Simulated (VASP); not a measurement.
SrWN2: single point with PBE

The system is SrWN2.

```xyz
4
Lattice="3.4856 0.0000 0.0000 -1.7428 3.0186 0.0000 0.0000 0.0000 5.4027" Properties=species:S:1:pos:R:3 pbc="T T T"
Sr    0.0000    0.0000    0.0000
W     0.0000    0.0000    2.7013
N     0.0000    2.0124    1.3507
N     1.7428    1.0062    4.0520
```

- Program: VASP 6.6.1
- Task: single point
- Functional: PBE
- Potentials or basis: VASP PAW PBE potentials, release 64 (Sr_sv, W_sv, N)
- Cutoff: 520 eV
- k mesh: 6 × 6 × 4
- Occupations: gaussian, width 0.1 eV
- Spin: collinear spin, zero start
- Starting moments: [0.0, 0.0, 0.0, 0.0] μB

The pressure is -4.1 GPa and the largest force is 4.964 eV/Å. The band gap on the k mesh is zero (filled and empty bands overlap) and the net moment is 0.00 μB per cell. The valence electrons inside the program's atomic spheres are Sr 8.45; W 11.55; N 3.58.

Forces in eV/Å, atoms in the order of the input:
```
Sr   0.000  0.000  0.000
W    0.000  0.000  0.000
N    0.000  0.000  4.964
N    0.000  0.000 -4.964
```

Stress tensor (GPa, compression positive):
```
-20.80   0.00   0.00
  0.00 -20.80   0.00
  0.00   0.00  29.22
```

Levels at points of the mesh, in eV from the Fermi level:
Spin up:
```tsv
k point	band 13	band 14	band 15	band 16	band 17	band 18	band 19	band 20	band 21	band 22
(0.00, 0.00, 0.00)	-4.22	-1.76	-1.13	-1.13	-0.97	-0.70	-0.70	2.05	2.05	2.79
(0.50, 0.00, 0.00)	-3.80	-2.68	-1.80	-1.63	-1.46	0.86	0.90	2.92	3.24	4.01
(0.00, 0.00, 0.50)	-3.67	-2.72	-2.29	-2.29	-0.33	-0.33	0.54	3.12	3.12	4.30
(0.50, 0.00, 0.50)	-3.22	-2.67	-2.62	-2.41	-0.12	0.90	1.15	3.38	3.62	3.74
```
Spin down:
| k point | band 14 | band 15 | band 16 | band 17 | band 18 | band 19 | band 20 | band 21 |
| --- | --- | --- | --- | --- | --- | --- | --- | --- |
| (0.00, 0.00, 0.00) | -1.76 | -1.13 | -1.13 | -0.97 | -0.70 | -0.70 | 2.05 | 2.05 |
| (0.50, 0.00, 0.00) | -2.68 | -1.80 | -1.63 | -1.46 | 0.86 | 0.90 | 2.92 | 3.24 |
| (0.00, 0.00, 0.50) | -2.72 | -2.29 | -2.29 | -0.33 | -0.33 | 0.54 | 3.12 | 3.12 |
| (0.50, 0.00, 0.50) | -2.67 | -2.62 | -2.41 | -0.12 | 0.90 | 1.15 | 3.38 | 3.62 |

Run time: 49 s on 1 thread of AMD EPYC 9R45 96-Core Processor (Zen 5) (shared host), peak memory 0.21 GiB.

Caveat: the stress differs along the axes, from -21 to 29 GPa; spin-orbit coupling is left out, which moves the levels of the heavy elements; forces of over 1 eV/Å act on the atoms, so gaps and moduli don't describe the material at rest.
